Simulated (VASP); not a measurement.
**Al8As6C (a cell with a defect): single point with PBEsol**

Al8As6C (a cell with a defect):

```
CELL_PARAMETERS angstrom
11.34820 0.00000 0.00000
0.00000 5.67410 0.00000
0.00000 0.00000 5.67410
ATOMIC_POSITIONS crystal
Al 0.00358 0.00585 0.01099
Al 0.49938 0.98747 0.99584
Al 0.25559 0.48771 0.98828
Al 0.74183 0.48755 0.01147
Al 0.24449 0.98445 0.48948
Al 0.75208 0.00175 0.49975
Al 0.99498 0.49277 0.52491
Al 0.49992 0.49504 0.48723
As 0.12460 0.25080 0.25623
As 0.87177 0.73375 0.23973
As 0.38269 0.25405 0.76908
As 0.87469 0.24257 0.73979
As 0.13151 0.75396 0.74336
As 0.62752 0.74635 0.72613
C 0.62435 0.26128 0.23589
```

```
Program             : VASP 6.6.1
Task                : single point
Functional          : PBEsol
Potentials or basis : VASP PAW PBE potentials, release 64 (Al, As, C)
Cutoff              : 520 eV
k mesh              : 1 × 1 × 1, shifted
Occupations         : fermi-dirac, width 0.05 eV
Spin                : collinear spin
Starting moments    : [0.0, 0.429, 0.429, 0.429, 0.429, 0.429, 0.0, 0.429, 0.0, 0.0, 0.0, 0.0, 0.0, 0.0, 0.429] μB
```

| Quantity | Value |
| --- | --- |
| Largest force | 2.454 eV/Å |
| Net moment | 0.98 μB per cell |
| Site moments | Al +0.01, +0.00, +0.02, -0.01 (each value once); As +0.00, +0.02, +0.01, +0.06 (each value once); C +0.27 μB |
| Valence electrons inside the program's atomic spheres | Al 0.74, 0.70, 0.73, 0.71, 0.72, 0.76 (each value once); As 2.86, 2.83, 2.90, 2.87, 2.85 (each value once); C 2.09 |

Forces on the atoms (eV/Å):
```
Al  -0.418 -0.510 -0.654
Al   1.755  0.801  1.517
Al  -0.837  0.618  0.733
Al  -0.922 -1.609  0.459
Al   1.109  0.937 -0.034
Al  -0.481  0.573 -1.427
Al   0.603  0.752 -1.026
Al   1.236 -1.243 -1.465
As   0.465  0.600  0.003
As   0.517  0.599  0.419
As  -0.463 -0.800 -1.644
As  -0.514 -0.159  1.444
As  -0.496 -0.720  1.024
As  -0.616 -0.113  0.719
C   -0.939  0.274 -0.070
```

Levels at points of the mesh, in eV from the Fermi level:
Spin up:
```tsv
k point	band 26	band 27	band 28	band 29	band 30	band 31	band 32	band 33
(0.25, 0.25, 0.25)	-1.01	-0.71	-0.49	-0.23	0.85	1.50	2.12	2.35
```
Spin down:
| k point | band 25 | band 26 | band 27 | band 28 | band 29 | band 30 | band 31 | band 32 |
| --- | --- | --- | --- | --- | --- | --- | --- | --- |
| (0.25, 0.25, 0.25) | -1.05 | -0.85 | -0.55 | -0.15 | 0.14 | 0.92 | 1.58 | 2.18 |

Run time: 66 s on 1 thread of AMD EPYC 9R45 96-Core Processor (Zen 5), on a shared host, peak memory 0.44 GiB.

Caveat: the cell carries a net charge on a neutralising background, which shifts energy and pressure; the cell is charged against a uniform background, so pressure and absolute levels hang on convention; the PAW data sets were made with another functional, which shifts forces and pressure a little.
